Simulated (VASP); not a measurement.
Ca: single point with PBEsol

Ca:

```xyz
1
Lattice="-2.3706 2.2052 2.1961 2.3706 -2.2052 2.1961 2.3706 2.2052 -2.1961" Properties=species:S:1:pos:R:3 pbc="T T T"
Ca    0.0000    0.0000    2.1961
```

This cell differs from its parent crystal: strain +0.0750 x Voigt [1, 0, 0, 0, 0, 0].

| Item | Value |
| --- | --- |
| Program | VASP 6.6.1 |
| Task | single point |
| Functional | PBEsol |
| Potentials or basis | VASP PAW PBE potentials, release 64 (Ca_sv) |
| Cutoff | 520 eV |
| k mesh | 16 × 16 × 16 |
| Occupations | gaussian, width 0.15 eV |
| Spin | no spin polarisation |
| Dipole correction | no |
| Further INCAR settings | ALGO = Fast; EDIFF = 1e-06; NBANDS = 11 |

* Pressure: -1.8 GPa
* Band gap on the k mesh: zero (band 5 reaches 1.91 eV, above the bottom of band 6 at 1.46 eV)

Stress tensor (GPa, compression positive):
```
-1.68  0.00  0.00
 0.00 -1.86  0.00
 0.00  0.00 -1.84
```

Levels at points of the mesh, in eV from the Fermi level:
```
           k point  band 1  band 2  band 3  band 4  band 5  band 6  band 7  band 8  band 9  band 10
(0.00, 0.00, 0.00)  -42.09  -23.09  -23.09  -23.09   -3.92    2.07    2.09    2.37    2.94     3.29
(0.50, 0.00, 0.00)  -42.08  -23.19  -23.13  -23.10   -0.76    0.07    1.05    3.25    3.48     4.09
(0.00, 0.50, 0.00)  -42.08  -23.19  -23.13  -23.09   -0.92   -0.14    1.42    2.85    3.41     4.03
(0.50, 0.50, 0.00)  -42.08  -23.19  -23.13  -23.09   -0.93   -0.16    1.44    2.84    3.39     4.03
(0.50, 0.50, 0.50)  -42.07  -23.17  -23.16  -23.16    0.05    0.21    2.86    3.81    3.88     3.89
```

It took 4.2 min on 1 thread of Oxide Virtual Turin-like Processor, with other jobs on the host, peak memory 0.38 GiB.

Caveat: the cell differs from its parent crystal (strain +0.0750 x Voigt [1, 0, 0, 0, 0, 0]); the PAW data sets were made with another functional, which shifts forces and pressure a little.
